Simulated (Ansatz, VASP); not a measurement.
## KCl: VASP beside Ansatz

INCAR

```
ALGO = Normal
EDIFF = 1E-6
ENCUT = 520
GGA = PE
ISIF = 2
ISMEAR = 0
LASPH = True
LCHARG = False
LREAL = False
LWAVE = False
NBANDS = 15
NELM = 60
PREC = Accurate
SIGMA = 0.05
```

Contents of KPOINTS:

```
k-points
0
Gamma
  6 6 6
```

The input POSCAR:

```
KCl
1.0
    3.8391960000      0.0000000000      0.0000000000
    0.0000000000      3.8391960000      0.0000000000
    0.0000000000      0.0000000000      3.8391960000
K Cl
1 1
Direct
   -0.1562827217     -0.1562827217      0.0000000000
    0.5000000000      0.5000000000      0.5000000000
```

Input for Ansatz:

```yaml
crystal:
  lattice:
    - [3.839196, 0.0, 0.0]
    - [0.0, 3.839196, 0.0]
    - [0.0, 0.0, 3.839196]
  atoms:
    - { symbol: K, position: [-0.1562827217, -0.1562827217, 0.0] }
    - { symbol: Cl, position: [0.5, 0.5, 0.5] }
basis:
  ecutwfc: 420
kpoints:
  mp_grid: { grid: [6, 6, 6] }
hamiltonian:
  xc: pbe
scf:
  occupations: { method: gaussian, width: 0.05 }
output:
  forces: true
  stress: true
  eigenvalues: true
```

Alike in both runs: task single point; functional PBE; k mesh 6 × 6 × 6; occupations gaussian, width 0.05 eV; no spin polarisation.

|  | VASP | Ansatz |
| --- | --- | --- |
| version | VASP 6.6.1 | Ansatz 0.2.0 |
| potentials or method | VASP PAW PBE potentials, release 64 (K_sv, Cl), cutoff 520 eV | scalar-relativistic, plane waves, PAW |
| valence electrons in the cell | 16 | 16 |

VASP gave:

| Item | Value |
| --- | --- |
| gap on the k mesh at the Fermi level (eV) | 4.94 |
| least direct gap on the mesh (eV) | 5.13 |
| pressure (GPa) | 5.5 |
| traceless stress, the component that is largest in VASP (GPa) | 4.33 |
| rms of the force components (eV/Å) | 0.920 |

Task: Which values does Ansatz return?

Result: gap on the k mesh at the Fermi level (eV): 4.94; least direct gap on the mesh (eV): 5.13; pressure (GPa): 5.4; traceless stress, the component that is largest in VASP (GPa): 4.26; rms of the force components (eV/Å): 0.902.

Atom by atom the forces differ by 0.018 eV/Å (rms over components).
